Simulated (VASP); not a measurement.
**Sb: single point with PBE0**

Crystal: Sb.

```
Sb
1.0
    -1.56596    1.56596    2.69374
     1.56596   -1.56596    2.69374
     1.56596    1.56596   -2.69374
Sb
1
Direct
  0.00000 0.00000 0.00000
```

* Program: VASP 6.6.1
* Task: single point
* Functional: PBE0
* Potentials or basis: VASP PAW PBE potentials, release 64 (Sb_d_GW)
* Cutoff: 400 eV
* k mesh: 6 × 6 × 6
* Occupations: fermi-dirac, width 0.05 eV
* Spin: no spin polarisation
* Dipole correction: no
* Grid for exact exchange (PRECFOCK): Normal
* Further INCAR settings: ALGO = Normal; EDIFF = 1e-06; NBANDS = 14
* Share of exact exchange: 0.25

```yaml
Pressure: 0.1 GPa
Band_gap_on_the_k_mesh: zero (an odd number of electrons rules out a gap without spin polarisation)
```

Stress tensor (GPa, compression positive):
```
 1.31  0.00  0.00
 0.00  1.31  0.00
 0.00  0.00 -2.21
```

Levels at points of the mesh, in eV from the Fermi level:
```tsv
k point	band 6	band 7	band 8	band 9	band 10	band 11
(0.00, 0.00, 0.00)	-15.69	5.27	6.09	6.09	10.56	11.14
(0.50, 0.00, 0.00)	-11.20	-7.78	1.88	6.02	6.53	10.99
(0.50, 0.50, 0.00)	-8.25	-6.15	-2.13	0.50	3.56	4.48
(0.50, 0.50, 0.50)	-11.35	-7.62	2.17	2.17	6.20	6.52
```

Run time: 31 min on 1 thread of Intel(R) Xeon(R) Platinum 8488C (Sapphire Rapids) (shared host), peak memory 0.16 GiB.

Caveat: the k points lie up to 0.39 Å⁻¹ apart, too coarse for converged energies and pressures of a metal; the PAW data sets were made with another functional, which shifts forces and pressure a little; spin-orbit coupling is left out, which moves the levels of the heavy elements; an odd number of electrons without spin polarisation forces a metal; a magnetic or distorted state may lie lower.
